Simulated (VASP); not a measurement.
# W: single point with revPBE+D3(BJ)

W:

```
W
1.0
    -1.57471    1.57471    1.57471
     1.57471   -1.57471    1.57471
     1.57471    1.57471   -1.57471
W
1
Direct
  0.00000 0.00000 0.00000
```

```yaml
Program: VASP 6.6.1
Task: single point
Functional: revPBE
Dispersion: D3(BJ)
Potentials_or_basis: VASP PAW PBE potentials, release 64 (W_sv)
Cutoff: 500 eV
k_mesh: 18 × 18 × 18
Occupations: gaussian, width 0.1 eV
Spin: no spin polarisation
Dipole_correction: no
Further_INCAR_settings: ALGO = Normal; EDIFF = 1e-06; NBANDS = 13
```

- Pressure: 0.6 GPa
- Band gap on the k mesh: zero (bands 7 and 8 overlap by 6.52 eV)
- Dispersion energy per atom: -1.269 eV

Levels at points of the mesh, in eV from the Fermi level:
| k point | band 5 | band 6 | band 7 | band 8 | band 9 | band 10 |
| --- | --- | --- | --- | --- | --- | --- |
| (0.00, 0.00, 0.00) | -9.72 | -1.24 | -1.24 | -1.24 | 2.32 | 2.32 |
| (0.50, 0.00, 0.00) | -6.37 | -3.63 | 0.71 | 2.22 | 3.22 | 6.29 |
| (0.50, 0.50, 0.50) | -5.95 | -5.95 | 5.28 | 5.28 | 5.28 | 8.36 |

Wall time 18 s on 1 thread of Intel(R) Xeon(R) Platinum 8488C (Sapphire Rapids), with other jobs on the host, peak memory 0.16 GiB.

Caveat: the PAW data sets were made with another functional, which shifts forces and pressure a little; spin-orbit coupling is left out, which moves the levels of the heavy elements.
